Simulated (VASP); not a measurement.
Mg2Te3O: relaxation of cell and atoms with PBE

Mg2Te3O:

```
Mg Te O
1.0
     3.11708   -4.98122    0.00000
     3.11708    4.98122    0.00000
     0.00000    0.00000    5.06980
Mg Te O
2 3 1
Cartesian
  4.7064 0.0000 2.5349
  1.5278 0.0000 2.5349
  3.1171 -2.6241 2.5349
  3.1171 2.6241 2.5349
  0.0000 0.0000 0.0000
  0.0000 0.0000 2.5349
```

The cell was generated, and may not be a known phase.

* Program: VASP 6.6.1
* Task: relaxation of cell and atoms
* Functional: PBE
* Potentials or basis: VASP PAW PBE potentials, release 64 (Mg, Te, O)
* Cutoff: 600 eV
* k mesh: 4 × 4 × 4
* Occupations: gaussian, width 0.1 eV
* Spin: no spin polarisation
* Dipole correction: no
* Further INCAR settings: ALGO = Normal; EDIFF = 1e-06; IBRION = 2; EDIFFG = -0.04; NSW = 90; ISIF = 3

* Relaxed volume: 30.18 Å³/atom
* Relaxed cell: a = 6.534 Å, b = 6.534 Å, c = 4.843 Å, α = 90.00°, β = 90.00°, γ = 118.84°
* Space group after relaxing (to 0.1 Å): Cmmm (No. 65)
* Energy gained by relaxing: 923.5 meV/atom
* Ionic steps: 22
* Pressure after relaxing: 0.1 GPa
* Largest force after relaxing: 0.016 eV/Å
* Band gap on the k mesh: zero (bands 14 and 15 overlap by 0.48 eV)

Forces on the atoms (eV/Å):
```
Mg   0.016  0.000  0.000
Mg  -0.016  0.000  0.000
Te   0.000  0.008  0.000
Te   0.000 -0.008  0.000
Te   0.000  0.000  0.000
O    0.000  0.000  0.000
```

Stress tensor (GPa, compression positive):
```
0.17 0.00 0.00
0.00 0.18 0.00
0.00 0.00 0.03
```

The path:
| step | energy change (eV) | largest force (eV/Å) | pressure (GPa) | volume (Å³) |
| --- | --- | --- | --- | --- |
| 1 | 0.0000 | 14.2613 | 22.07 | 157.44 |
| 2 | -0.8286 | 3.2665 | -5.40 | 250.87 |
| 3 | -2.0248 | 2.7782 | -5.43 | 233.25 |
| 4 | -2.9134 | 2.4958 | -5.11 | 219.78 |
| 5 | -4.5748 | 1.2962 | -1.47 | 187.28 |
| 6 | -4.5117 | 2.1868 | 3.67 | 172.03 |
| 7 | -4.6740 | 1.5793 | 0.02 | 181.42 |
| 8 | -4.6810 | 1.6942 | 0.67 | 179.40 |
| 9 | -5.0399 | 1.2592 | -0.59 | 182.93 |
| 10 | -5.3184 | 0.8707 | -1.35 | 187.23 |
| 11 | -5.3846 | 0.3196 | -1.38 | 195.24 |
| 12 | -5.4277 | 0.4812 | -1.55 | 192.14 |
| 13 | -5.5020 | 0.4067 | 0.56 | 182.55 |
| 14 | -5.5030 | 0.3524 | 0.36 | 183.47 |
| 15 | -5.5292 | 0.3245 | 0.07 | 181.41 |
| 16 | -5.5337 | 0.1496 | 0.11 | 182.02 |
| 17 | -5.5384 | 0.0570 | -0.07 | 182.54 |
| 18 | -5.5389 | 0.0719 | -0.15 | 182.77 |
| 19 | -5.5397 | 0.0739 | 0.05 | 181.90 |
| 20 | -5.5397 | 0.0740 | 0.06 | 181.89 |
| 21 | -5.5405 | 0.0426 | 0.08 | 181.62 |
| 22 | -5.5413 | 0.0162 | 0.13 | 181.10 |

Final structure:
```
CELL_PARAMETERS angstrom
3.32412 -5.62515 0.00000
3.32412 5.62515 0.00000
0.00000 0.00000 4.84257
ATOMIC_POSITIONS crystal
Mg 0.71671 0.71671 0.50000
Mg 0.28329 0.28329 0.50000
Te 0.72219 0.27781 0.50000
Te 0.27781 0.72219 0.50000
Te 0.00000 0.00000 0.00000
O 0.00000 0.00000 0.50000
```

Levels at points of the mesh, in eV from the Fermi level:
| k point | band 12 | band 13 | band 14 | band 15 | band 16 | band 17 |
| --- | --- | --- | --- | --- | --- | --- |
| (0.00, 0.00, 0.00) | -1.02 | 0.08 | 0.20 | 1.07 | 2.26 | 3.40 |
| (0.50, 0.00, 0.00) | -0.71 | -0.57 | -0.47 | -0.18 | 3.01 | 3.23 |
| (0.50, 0.50, 0.00) | -0.79 | -0.27 | 0.01 | 1.06 | 2.21 | 2.85 |
| (0.00, 0.00, 0.50) | -1.48 | -0.91 | -0.57 | -0.20 | 0.70 | 2.63 |
| (0.50, 0.00, 0.50) | -1.36 | -1.01 | -0.90 | -0.11 | -0.01 | 3.24 |
| (0.50, 0.50, 0.50) | -0.97 | -0.70 | 0.12 | 0.14 | 1.19 | 2.74 |

Wall time 31 min on 1 thread of Intel Xeon 8259CL, with other jobs on the host, peak memory 0.38 GiB.

Caveat: the volume moved by over 15 % at a fixed basis, so the end points are rough; semilocal functionals underestimate gaps, and a narrow one can read as zero; spin-orbit coupling is left out, which moves the levels of the heavy elements.
